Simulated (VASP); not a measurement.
# GaN (Pm-3m) in VASP: further runs, part 2 of 2

VASP 6.6.1.

### Step 3. Single point, LDA

This run uses another cell than the first one, of 8.49 Å³/atom, 0.806 times its volume.

INCAR reads:

```
ALGO     = Normal         # electronic algorithm
EDIFF    = 1E-6           # SCF threshold, eV
ENCUT    = 600            # plane-wave cutoff, eV
GGA_COMPAT= F            
ISIF     = 2              # what is computed and relaxed
ISMEAR   = 0              # smearing method
LASPH    = T              # aspherical terms in the spheres
LCHARG   = T              # write CHGCAR
LELF     = T              # ELF
LREAL    = F              # projectors in reciprocal space
LVHAR    = T            
LWAVE    = F              # write WAVECAR
NBANDS   = 16             # bands
NELM     = 120            # most SCF steps
PREC     = Accurate       # precision mode
SIGMA    = 0.05           # smearing width, eV
```

KPOINTS reads:

```
k-points
0
Gamma
  6 6 6
```

POSCAR reads:

```
GaN
1.0
    2.5703633984      0.0000000000      0.0000000000
    0.0000000000      2.5703633984      0.0000000000
    0.0000000000      0.0000000000      2.5703633984
Ga N
1 1
Direct
    0.0000000000      0.0000000000      0.0000000000
    0.5000000000      0.5000000000      0.5000000000
```

Potentials or basis: VASP PAW LDA potentials, release 64 (Ga_d, N).

On the command line:

```sh
> cat potpaw_LDA.64/Ga_d/POTCAR potpaw_LDA.64/N/POTCAR > POTCAR
> mpirun -np 1 vasp_std > vasp.out
```

Wall time 3.7 s (1 thread of Intel Xeon 6975P-C (Granite Rapids), shared host); peak memory 0.13 GiB.

Results (log left out):

| Item | Value |
| --- | --- |
| Free energy | -10.4472 eV |
| Pressure | 30.1 GPa |
| Band gap on the k mesh | zero (band 9 reaches 10.32 eV, above the bottom of band 10 at 9.42 eV) |

Levels at points of the mesh, in eV from the Fermi level:
```tsv
k point	band 6	band 7	band 8	band 9	band 10	band 11	band 12	band 13
(0.00, 0.00, 0.00)	-15.32	-1.89	-1.89	-1.89	-0.34	10.12	10.12	15.71
(0.50, 0.00, 0.00)	-15.30	-10.88	-0.08	-0.08	4.56	6.26	11.66	11.66
(0.50, 0.50, 0.00)	-11.86	-7.88	-7.88	-2.79	0.32	9.37	9.37	15.04
(0.50, 0.50, 0.50)	-11.77	-3.80	-3.80	-3.80	0.88	0.88	0.88	4.46
```

Caveat: the k points lie up to 0.41 Å⁻¹ apart.

### Step 4. Single point, LDA

This run uses another cell than the first one, of 9.60 Å³/atom, 0.912 times its volume.

INCAR reads:

```
PREC = Accurate
ENCUT = 600
EDIFF = 1E-6
ISMEAR = 0
SIGMA = 0.05
LREAL = False
LASPH = True
NELM = 120
ALGO = Normal
ISIF = 2
LWAVE = False
LCHARG = False
GGA = CA
NBANDS = 16
GGA_COMPAT = False
```

KPOINTS reads:

```
regular mesh
0
Gamma
  6 6 6
```

POSCAR reads:

```
GaN
1.0
    2.6781621969      0.0000000000      0.0000000000
    0.0000000000      2.6781621969      0.0000000000
    0.0000000000      0.0000000000      2.6781621969
Ga N
1 1
Direct
    0.0000000000      0.0000000000      0.0000000000
    0.5000000000      0.5000000000      0.5000000000
```

Potentials or basis: VASP PAW LDA potentials, release 64 (Ga_d, N).

On the command line:

```sh
> cat potpaw_LDA.64/Ga_d/POTCAR potpaw_LDA.64/N/POTCAR > POTCAR
> mpirun -np 1 vasp_std > vasp.out
```

OUTCAR:

```text
PREC = Accurate
   ENCUT = 600
   EDIFF = 1E-6
   ISMEAR = 0
   LREAL = False
   LASPH = True
   NELM = 120
   ISIF = 2
   GGA = CA

 ion  position               nearest neighbor table
   1  0.000  0.000  0.000-   2 2.32   2 2.32   2 2.32   2 2.32   2 2.32   2 2.32   2 2.32   2 2.32

   2  0.500  0.500  0.500-   1 2.32   1 2.32   1 2.32   1 2.32   1 2.32   1 2.32   1 2.32   1 2.32

  LATTYP: Found a simple cubic cell.
 ALAT       =     2.6781621969

  Lattice vectors:

 A1 = (   2.6781621969,   0.0000000000,   0.0000000000)
 A2 = (   0.0000000000,   2.6781621969,   0.0000000000)
 A3 = (   0.0000000000,   0.0000000000,   2.6781621969)

Analysis of symmetry for initial positions (statically):
=====================================================================
 Subroutine PRICEL returns:
 Original cell was already a primitive cell.

 Routine SETGRP: Setting up the symmetry group for a
 simple cubic supercell.

 Subroutine GETGRP returns: Found 48 space group operations
 (whereof 48 operations were pure point group operations)
 out of a pool of 48 trial point group operations.

The static configuration has the point symmetry O_h .

Analysis of symmetry for dynamics (positions and initial velocities):
[... 154 lines left out ...]

 E-fermi :   8.4147     XC(G=0): -13.5185

 val. band max:        8.3613916980   @ k =   0.5000   0.0000   0.0000
 cond. band min:       8.4301609477   @ k =   0.5000   0.3333   0.1667
 fundamental gap:      0.0687692497
 Fermi energy:         8.4146640503

 k-point     1 :       0.0000    0.0000    0.0000
  band No.  band energies     occupation
      1      -9.3229      2.00000
      2      -7.1882      2.00000
      3      -7.1882      2.00000
      4      -6.5867      2.00000
      5      -6.5867      2.00000
      6      -6.5867      2.00000
[... 357 lines left out ...]
      3      -7.1392      2.00000
      4      -6.4235      2.00000
      5      -6.4235      2.00000
      6      -3.2235      2.00000
[... 8 lines left out ...]
     15      28.5026      0.00000
     16      28.5026      0.00000

------------------------ aborting loop because EDIFF is reached ----------------------------------------

  FORCE on cell =-STRESS in cart. coord.  units (eV):
  Direction    XX          YY          ZZ          XY          YZ          ZX
  --------------------------------------------------------------------------------------
  -------------------------------------------------------------------------------------
  Total        0.0435648      0.0435648      0.0435648      0.0000000      0.0000000     -0.0000000
  in kB        3.6335893      3.6335893      3.6335893      0.0000000      0.0000000     -0.0000000
  external PRESSURE =       3.6335893 kB  Pullay stress =       0.0000000 kB

 VOLUME and BASIS-vectors are now :
 -----------------------------------------------------------------------------
  energy-cutoff  :      600.00
  volume of cell :       19.21
      direct lattice vectors                 reciprocal lattice vectors
     2.678162197  0.000000000  0.000000000     0.373390380  0.000000000  0.000000000
     0.000000000  2.678162197  0.000000000     0.000000000  0.373390380  0.000000000
     0.000000000  0.000000000  2.678162197     0.000000000  0.000000000  0.373390380

 POSITION                                       TOTAL-FORCE (eV/Angst)
 -----------------------------------------------------------------------------------
      0.00000      0.00000      0.00000         0.000000      0.000000      0.000000
      1.33908      1.33908      1.33908         0.000000      0.000000      0.000000
 -----------------------------------------------------------------------------------
    total drift:                                0.000000      0.000000     -0.000000

  FREE ENERGIE OF THE ION-ELECTRON SYSTEM (eV)
  ---------------------------------------------------
  free  energy   TOTEN  =       -10.6375063166 eV

  energy  without entropy=      -10.6326229939  energy(sigma->0) =      -10.63506466
```

stdout:

```text
POSCAR found type information on POSCAR GaN
 POSCAR found :  2 types and       2 ions
 scaLAPACK will be used
 LDA part: xc-table for (Slater(with rela. corr.)+CA(PZ))
 , standard interpolation
 POSCAR, INCAR and KPOINTS ok, starting setup
 FFT: planning ... GRIDC
 FFT: planning ... GRID_SOFT
 FFT: planning ... GRID
 WAVECAR not read
 entering main loop
```

Run time: 3.7 s. Hardware: 1 thread of Intel Xeon 6975P-C (Granite Rapids), shared host; peak memory 0.13 GiB.

Results:

| Property | Result |
| --- | --- |
| Free energy | -10.6375 eV |
| Pressure | 0.4 GPa |
| Band gap on the k mesh | zero (band 9 reaches 8.45 eV, above the bottom of band 10 at 7.06 eV) |

Caveat: the k points lie up to 0.39 Å⁻¹ apart.

### Step 5. The runs side by side

| cell | gap on the mesh (eV) | pressure (GPa) |
| --- | --- | --- |
| a = 2.761 Å, 2 atoms | none | -13.0 |
| a = 2.570 Å, 2 atoms | none | 30.1 |
| a = 2.678 Å, 2 atoms | none | 0.4 |

Alike in all rows: task single point; level LDA; potentials or basis VASP PAW LDA potentials, release 64 (Ga_d, N); no spin polarisation; k mesh 6 × 6 × 6; cutoff (eV) 600; smearing gaussian 0.05 eV.

Caveats: all runs use coarse meshes.

Absolute energies hang on the potentials; compare differences alone.
